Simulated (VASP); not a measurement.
**Cu3O: single point with PBE**

The system is Cu3O.

```
CELL_PARAMETERS angstrom
3.54412 0.00000 0.00000
0.00000 3.54412 0.00000
0.00000 0.00000 3.54412
ATOMIC_POSITIONS crystal
Cu 0.00000 0.50000 0.50000
Cu 0.50000 0.00000 0.50000
Cu 0.50000 0.50000 0.00000
O 0.00000 0.00000 0.00000
```

```
Program                : VASP 6.6.1
Task                   : single point
Functional             : PBE
Potentials or basis    : VASP PAW PBE potentials, release 64 (Cu, O)
Cutoff                 : 520 eV
k mesh                 : 14 × 14 × 14
Occupations            : gaussian, width 0.1 eV
Spin                   : no spin polarisation
Dipole correction      : no
Further INCAR settings : ALGO = Normal; EDIFF = 1e-06; NBANDS = 28
```

* Pressure: 0.2 GPa

Levels at points of the mesh, in eV from the Fermi level:
```
           k point  band 18  band 19  band 20  band 21  band 22  band 23
(0.00, 0.00, 0.00)    -0.61    -0.61    -0.61     5.88     5.88     5.88
(0.50, 0.00, 0.00)    -0.61    -0.57    -0.57     1.27     6.74     6.74
(0.50, 0.50, 0.00)    -0.67    -0.67    -0.20     3.31     3.90     3.90
(0.50, 0.50, 0.50)    -0.72    -0.72    -0.50     4.32     4.32     4.32
```

Wall time 88 s on 1 thread of AMD EPYC 9R45 96-Core Processor (Zen 5) (shared host), peak memory 0.21 GiB.

Caveat: an odd number of electrons without spin polarisation forces a metal; a magnetic or distorted state may lie lower. With open d or f shells a metallic result of PBE can be an artefact of self-interaction; +U or a hybrid may open a gap.
